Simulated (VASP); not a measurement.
# TiAl (P-6m2) in VASP: further runs

TiAl is run at these levels: PBEsol; tasks: single point.

Program: VASP 6.6.1. These are calculated values, not measurements. Logs are shortened: lines on timing, memory, paths and dates and some standing lists are left out, and cuts for length are marked.

### Step 1. The cell of the first run

The structure is hexagonal, space group P-6m2 (No. 187). The conventional cell has a = 2.922 Å, b = 2.922 Å, c = 4.739 Å, α = 90.00°, β = 90.00°, γ = 120.00°. Within 3.8 Å of Ti (site symmetry -6m2) lie 6 Al at 2.91 Å and 6 Ti at 2.92 Å. Within 3.8 Å of Al (site symmetry -6m2) lie 6 Ti at 2.91 Å and 6 Al at 2.92 Å.

### Step 2. Single point, PBEsol, collinear spin (17.52 Å³/atom)

Input file INCAR:

```
  ALGO = Normal
  EDIFF = 1E-6
  ENCUT = 520
  GGA = PS
  ISIF = 2
  ISMEAR = 0
  ISPIN = 2
  LASPH = T
  LCHARG = T
  LELF = T
  LMAXMIX = 4
  LORBIT = 11
  LREAL = F
  LVHAR = T
  LWAVE = F
  MAGMOM = 0.875 0
  NBANDS = 18
  NELM = 150
  NUPDOWN = 0.875
  PREC = Accurate
  SIGMA = 0.15
```

Input file KPOINTS:

```
k-points
0
Gamma
  21 21 12
```

Input file POSCAR:

```
TiAl
1.0
    2.9215484151      0.0000000000      0.0000000000
   -1.4607742075      2.5301351459      0.0000000000
    0.0000000000      0.0000000000      4.7392337000
Ti Al
1 1
Direct
    0.0000000000      0.0000000000      0.0000000000
    0.3333333333      0.6666666667      0.5000000000
```

Potentials or basis: VASP PAW PBE potentials, release 64 (Ti_sv, Al).

Command:

```console
cat potpaw_PBE.64/Ti_sv/POTCAR potpaw_PBE.64/Al/POTCAR > POTCAR
mpirun -np 1 vasp_std > vasp.out
```

OUTCAR:

```text
EDIFF = 1E-6
   ENCUT = 520
   GGA = PS
   ISIF = 2
   ISMEAR = 0
   ISPIN = 2
   LASPH = T
   LORBIT = 11
   LREAL = F
   NELM = 150
   NUPDOWN = 0.875
   PREC = Accurate

 ion  position               nearest neighbor table
   1  0.000  0.000  0.000-   2 2.91   2 2.91   2 2.91   2 2.91   2 2.91   2 2.91
   2  0.333  0.667  0.500-   1 2.91   1 2.91   1 2.91   1 2.91   1 2.91   1 2.91

  LATTYP: Found a hexagonal cell.
 ALAT       =     2.9215484151
 C/A-ratio  =     1.6221650394

  Lattice vectors:

 A1 = (   2.9215484151,   0.0000000000,   0.0000000000)
 A2 = (  -1.4607742075,   2.5301351459,   0.0000000000)
 A3 = (   0.0000000000,   0.0000000000,   4.7392337000)

Analysis of symmetry for initial positions (statically):
=====================================================================
 Subroutine PRICEL returns:
 Original cell was already a primitive cell.

 Routine SETGRP: Setting up the symmetry group for a
 hexagonal supercell.

 Subroutine GETGRP returns: Found 12 space group operations
 (whereof 12 operations were pure point group operations)
 out of a pool of 24 trial point group operations.

The static configuration has the point symmetry D_3h.

Analysis of symmetry for dynamics (positions and initial velocities):
=====================================================================
 Subroutine PRICEL returns:
 Original cell was already a primitive cell.

 Routine SETGRP: Setting up the symmetry group for a
 hexagonal supercell.

 Subroutine GETGRP returns: Found 12 space group operations
 (whereof 12 operations were pure point group operations)
 out of a pool of 24 trial point group operations.

The dynamic configuration has the point symmetry D_3h.

Analysis of structural, dynamic, and magnetic symmetry:
=====================================================================
 Subroutine PRICEL returns:
 Original cell was already a primitive cell.

 Routine SETGRP: Setting up the symmetry group for a
 hexagonal supercell.

 Subroutine GETGRP returns: Found 12 space group operations
 (whereof 12 operations were pure point group operations)
 out of a pool of 24 trial point group operations.

The overall configuration has the point symmetry D_3h.

 Subroutine INISYM returns: Found 12 space group operations
 (whereof 12 operations are pure point group operations),
 and found     1 'primitive' translations

----------------------------------------------------------------------------------------

                                     Primitive cell

  volume of cell :      35.0320

  direct lattice vectors                    reciprocal lattice vectors
     2.921548415  0.000000000  0.000000000     0.342284247  0.197617902  0.000000000
    -1.460774208  2.530135146  0.000000000     0.000000000  0.395235805  0.000000000
     0.000000000  0.000000000  4.739233700     0.000000000  0.000000000  0.211004577

  length of vectors
     2.921548415  2.921548415  4.739233700     0.395235805  0.395235805  0.211004577

  position of ions in fractional coordinates (direct lattice)
     0.000000000  0.000000000  0.000000000
     0.333333333  0.666666667  0.500000000

  ion indices of the primitive-cell ions
   primitive index   ion index
                 1           1
                 2           2

----------------------------------------------------------------------------------------

 KPOINTS: k-points

Automatic generation of k-mesh.
 Grid dimensions read from file:
 generate k-points for:   21   21   12

 Generating k-lattice:

  Cartesian coordinates                     Fractional coordinates (reciprocal lattice)
     0.016299250  0.009410376  0.000000000     0.047619048  0.000000000  0.000000000
     0.000000000  0.018820753  0.000000000     0.000000000  0.047619048  0.000000000
     0.000000000  0.000000000  0.017583715     0.000000000  0.000000000  0.083333333

  Length of vectors
     0.018820753  0.018820753  0.017583715

  Shift w.r.t. Gamma in fractional coordinates (k-lattice)
     0.000000000  0.000000000  0.000000000

 Subroutine IBZKPT returns following result:
 ===========================================

 Found    336 irreducible k-points:

 Following reciprocal coordinates:
            Coordinates               Weight
  0.000000  0.000000  0.000000      1.000000
  0.047619 -0.000000  0.000000      6.000000
  0.095238  0.000000  0.000000      6.000000
  0.142857  0.000000  0.000000      6.000000
  0.190476  0.000000  0.000000      6.000000
  0.238095  0.000000  0.000000      6.000000
[... 16 lines left out ...]
  0.142857  0.095238  0.000000     12.000000
  0.190476  0.095238  0.000000     12.000000
 [... further k-points ...]
   k-points           NKPTS =    336   k-points in BZ     NKDIM =    336   number of bands    NBANDS=     18
   number of dos      NEDOS =    301   number of ions     NIONS =      2
   total plane-waves  NPLWV =  20736
   dimension x,y,z NGX =    24 NGY =   24 NGZ =   36
   dimension x,y,z NGXF=    48 NGYF=   48 NGZF=   72
   ions per type =               1   1
   NGX,Y,Z   is equivalent  to a cutoff of  13.66, 13.66, 12.63 a.u.
   NGXF,Y,Z  is equivalent  to a cutoff of  27.31, 27.31, 25.26 a.u.
 SYSTEM =  unknown system
   PREC   = accura    normal or accurate (medium, high low for compatibility)
   ISTART =      0    job   : 0-new  1-cont  2-samecut
   ICHARG =      2    charge: 1-file 2-atom 10-const
   ISPIN  =      2    spin polarized calculation?
   LNONCOLLINEAR =      F non collinear calculations
   LSORBIT =      F    spin-orbit coupling
   LASPH  =      T    aspherical Exc in radial PAW
   ENCUT  =  520.0 eV  38.22 Ry    6.18 a.u.   5.43  5.43  8.81*2*pi/ulx,y,z
   NELM   =    150;   NELMIN=  2; NELMDL= -5     # of ELM steps
   EDIFF  = 0.1E-05   stopping-criterion for ELM
   LREAL  =      F    real-space projection
   EDIFFG = 0.1E-04   stopping-criterion for IOM
   NSW    =      0    number of steps for IOM
   IBRION =     -1    ionic relax: 0-MD 1-quasi-New 2-CG
   NFREE  =      0    steps in history (QN), initial steepest desc. (CG)
   ISIF   =      2    stress and relaxation
   ISYM   =      2    0-nonsym 1-usesym 2-fastsym
   POTIM  = 0.5000    time-step for ionic-motion
   TEBEG  =    0.0;   TEEND  =   0.0 temperature during run
   PSTRESS=    0.0 pullay stress
   NELECT =      15.0000    total number of electrons
   NUPDOWN=       0.8750    fix difference up-down
   EMIN   =  10.00;   EMAX   =-10.00  energy-range for DOS
   EFERMI =   0.00;   METHOD = LEGACY
   ISMEAR =     0;   SIGMA  =   0.15  broadening in eV -4-tet -1-fermi 0-gaus
   EFERMI_NEDOS =   21; number of points for ismear=-14 and -15
   IALGO  =     38    algorithm
   IMIX   =      4    mixing-type and parameters
     AMIX     =   0.40;   BMIX     =  1.00
     AMIX_MAG =   1.60;   BMIX_MAG =  1.00
  volume/ion in A,a.u.               =      17.52       118.20
  Fermi-wavevector in a.u.,A,eV,Ry     =   1.233910  2.331752 20.715343  1.522535
  Thomas-Fermi vector in A             =   2.368622
   LORBIT       =     11    0 simple, 1 ext, 2 COOP (PROOUT), +10 PAW based schemes
   GGA     = PS    functional components
   LHFCALC =     F    Hartree Fock is set to
   AEXX    =    0.0000 exact exchange contribution
   IVDW    =     0    specifies the selected vdW correction
   LEPSILON=     F    determine dielectric tensor
   LRPA    =     F    only Hartree local field effects (RPA)
 spin polarized calculation
 Gauss-broadening in eV      SIGMA  =   0.15
  energy-cutoff  :      520.00
  volume of cell :       35.03
 maximum number of plane-waves:       968
 NGX is ok and might be reduce to    24
   NGX = 11   NGY = 11   NGZ = 17

 number of electron      14.9999996 magnetization       0.8749999

 Free energy of the ion-electron system (eV)
  ---------------------------------------------------
  ext. energy  EPLUGINS =         0.00000000
  ---------------------------------------------------
  free energy    TOTEN  =       -12.84053495 eV

  energy without entropy =      -12.82136522  energy(sigma->0) =      -12.83095009

 E-fermi :   7.2562     XC(G=0): -10.8066

 val. band max:        7.5483225520   @ k =   0.3810   0.1905   0.3333
 cond. band min:       7.2616205240   @ k =   0.1905   0.0476   0.2500
 fundamental gap:     -0.2867020280
 Fermi energy:         7.5578815048

 spin component 1

 k-point     1 :       0.0000    0.0000    0.0000
  band No.  band energies     occupation
      1     -49.3202      1.00000
      2     -25.7196      1.00000
      3     -25.3772      1.00000
      4     -25.3772      1.00000
      5      -1.4927      1.00000
      6       4.7526      1.00000
[... 10 lines left out ...]
     17      20.6605      0.00000
     18      23.7495      0.00000
[... 463 lines left out ...]
 k-point    24 :       0.1905    0.0952    0.0000
  band No.  band energies     occupation
      1     -49.2808      1.00000
      2     -25.6803      1.00000
      3     -25.6199      1.00000
      4     -25.4455      1.00000
      5      -0.0048      1.00000
      6       5.5799      1.00000
[... 10 lines left out ...]
     17      21.8421      0.00000
     18      22.6697      0.00000

 [... further k-points ...]

 spin component 2

 k-point     1 :       0.0000    0.0000    0.0000
  band No.  band energies     occupation
      1     -48.8378      1.00000
      2     -25.2909      1.00000
      3     -24.8644      1.00000
      4     -24.8644      1.00000
      5      -1.2978      1.00000
      6       5.4028      1.00000
[... 10 lines left out ...]
     17      21.1877      0.00000
     18      23.9541      0.00000
[... 463 lines left out ...]
 k-point    24 :       0.1905    0.0952    0.0000
  band No.  band energies     occupation
      1     -48.7992      1.00000
      2     -25.2516      1.00000
      3     -25.1027      1.00000
      4     -24.9315      1.00000
      5       0.1847      1.00000
      6       5.8678      1.00000
[... 10 lines left out ...]
     17      22.0894      0.00000
     18      23.0995      0.00000

 [... further k-points ...]

------------------------ aborting loop because EDIFF is reached ----------------------------------------

  FORCE on cell =-STRESS in cart. coord.  units (eV):
  Direction    XX          YY          ZZ          XY          YZ          ZX
  --------------------------------------------------------------------------------------
  -------------------------------------------------------------------------------------
  Total       -1.2231549     -1.2231549     -2.0495568     -0.0000000      0.0000000      0.0000000
  in kB      -55.9406002    -55.9406002    -93.7358266     -0.0000000      0.0000000      0.0000000
  external PRESSURE =     -68.5390090 kB  Pullay stress =       0.0000000 kB

 VOLUME and BASIS-vectors are now :
 -----------------------------------------------------------------------------
  energy-cutoff  :      520.00
  volume of cell :       35.03
      direct lattice vectors                 reciprocal lattice vectors
     2.921548415  0.000000000  0.000000000     0.342284247  0.197617902  0.000000000
    -1.460774208  2.530135146  0.000000000     0.000000000  0.395235805  0.000000000
     0.000000000  0.000000000  4.739233700     0.000000000  0.000000000  0.211004577

 POSITION                                       TOTAL-FORCE (eV/Angst)
 -----------------------------------------------------------------------------------
      0.00000      0.00000      0.00000         0.000000     -0.000000      0.000000
     -0.00000      1.68676      2.36962        -0.000000      0.000000      0.000000
 -----------------------------------------------------------------------------------
    total drift:                                0.000000     -0.000000      0.000000

  FREE ENERGIE OF THE ION-ELECTRON SYSTEM (eV)
  ---------------------------------------------------
  free  energy   TOTEN  =       -12.8405349496 eV

  energy  without entropy=      -12.8213652210  energy(sigma->0) =      -12.83095009

 total charge

# of ion       s       p       d       tot
------------------------------------------
    1        2.209   6.119   1.879  10.206
    2        0.425   0.358   0.000   0.783
--------------------------------------------------
tot          2.634   6.476   1.879  10.989

 magnetization (x)

# of ion       s       p       d       tot
------------------------------------------
    1        0.008   0.041   0.499   0.547
    2       -0.001   0.011   0.000   0.010
--------------------------------------------------
tot          0.006   0.052   0.499   0.557
```

Wall time 1.9 min (1 thread of Intel Xeon 6975P-C (Granite Rapids), shared host); peak memory 0.42 GiB.

Results:

* Free energy: -12.8405 eV
* Pressure: -6.9 GPa
* Net moment: 0.87 μB per cell
* Site moments: Ti +0.55; Al +0.01 μB
* Valence electrons inside the program's atomic spheres: Ti 10.21; Al 0.78

Caveat: the cell stands under tension; the PAW data sets were made with another functional, which shifts forces and pressure a little; the total moment is fixed, so each spin has its own Fermi level.

### Step 3. Single point, PBEsol, collinear spin (18.17 Å³/atom)

This run uses another cell than the first one, of 18.17 Å³/atom.

Input file INCAR:

```
ALGO = Fast ; EDIFF = 1E-6
ENCUT = 520 ; GGA = PS
ISIF = 2 ; ISMEAR = 0
ISPIN = 2 ; LASPH = T
LCHARG = F ; LMAXMIX = 4
LORBIT = 11 ; LREAL = F
LWAVE = F ; MAGMOM = 0.125 0
NBANDS = 18 ; NELM = 150
NUPDOWN = 0.125 ; PREC = Accurate
SIGMA = 0.15
```

KPOINTS is that of step 2.

Input file POSCAR:

```
TiAl
1.0
    2.9571946349      0.0000000000      0.0000000000
   -1.4785973175      2.5610056778      0.0000000000
    0.0000000000      0.0000000000      4.7970577516
Ti Al
1 1
Direct
    0.0000000000      0.0000000000      0.0000000000
    0.3333333333      0.6666666667      0.5000000000
```

Potentials or basis: VASP PAW PBE potentials, release 64 (Ti_sv, Al).

Command:

```console
cat potpaw_PBE.64/Ti_sv/POTCAR potpaw_PBE.64/Al/POTCAR > POTCAR
mpirun -np 1 vasp_std > vasp.out
```

It took 13 min on 1 thread of Intel Xeon 8259CL, shared host; peak memory 0.43 GiB.

The run converged. Its results:

- Free energy: -12.8121 eV
- Pressure: -10.2 GPa
- Net moment: 0.12 μB per cell
- Site moments: Ti +0.08; Al +0.00 μB
- Valence electrons inside the program's atomic spheres: Ti 10.16; Al 0.77

Stress tensor (GPa, compression positive):
```
 -9.60   0.00   0.00
  0.00  -9.60   0.00
  0.00   0.00 -11.33
```

Caveat: the cell stands under tension; the PAW data sets were made with another functional, which shifts forces and pressure a little; the total moment is fixed, so each spin has its own Fermi level.

### Step 4. Single point, PBEsol, collinear spin (16.87 Å³/atom)

This run uses another cell than the first one, of 16.87 Å³/atom.

Input file INCAR:

```
ALGO = Normal
EDIFF = 1E-6
ENCUT = 520
GGA = PS
ISIF = 2
ISMEAR = 0
ISPIN = 2
LASPH = T
LCHARG = T
LELF = T
LMAXMIX = 4
LORBIT = 11
LREAL = F
LVHAR = T
LWAVE = F
MAGMOM = 1 0
NBANDS = 18
NELM = 150
NUPDOWN = 1.0
PREC = Accurate
SIGMA = 0.15
```

KPOINTS is that of step 3.

Input file POSCAR:

```
TiAl
1.0
    2.8850104496      0.0000000000      0.0000000000
   -1.4425052248      2.4984923395      0.0000000000
    0.0000000000      0.0000000000      4.6799630897
Ti Al
1 1
Direct
    0.0000000000      0.0000000000      0.0000000000
    0.3333333333      0.6666666667      0.5000000000
```

Command:

```console
cat potpaw_PBE.64/Ti_sv/POTCAR potpaw_PBE.64/Al/POTCAR > POTCAR
mpirun -np 1 vasp_std > vasp.out
```

Run time: 3.5 min. Hardware: 1 thread of AMD EPYC 9R45 (Zen 5), shared host; peak memory 0.38 GiB.

It converged, with:

```
Free energy                                           : -12.8588 eV
Pressure                                              : -3.3 GPa
Net moment                                            : 1.00 μB per cell
Site moments                                          : Ti +0.63; Al +0.01 μB
Valence electrons inside the program's atomic spheres : Ti 10.25; Al 0.80
```

Stress tensor (GPa, compression positive):
```
-1.91  0.00  0.00
 0.00 -1.91  0.00
 0.00  0.00 -5.98
```

Caveat: the cell stands under tension; the PAW data sets were made with another functional, which shifts forces and pressure a little; the total moment is fixed, so each spin has its own Fermi level.

(Part 1 of 2 ends here.)
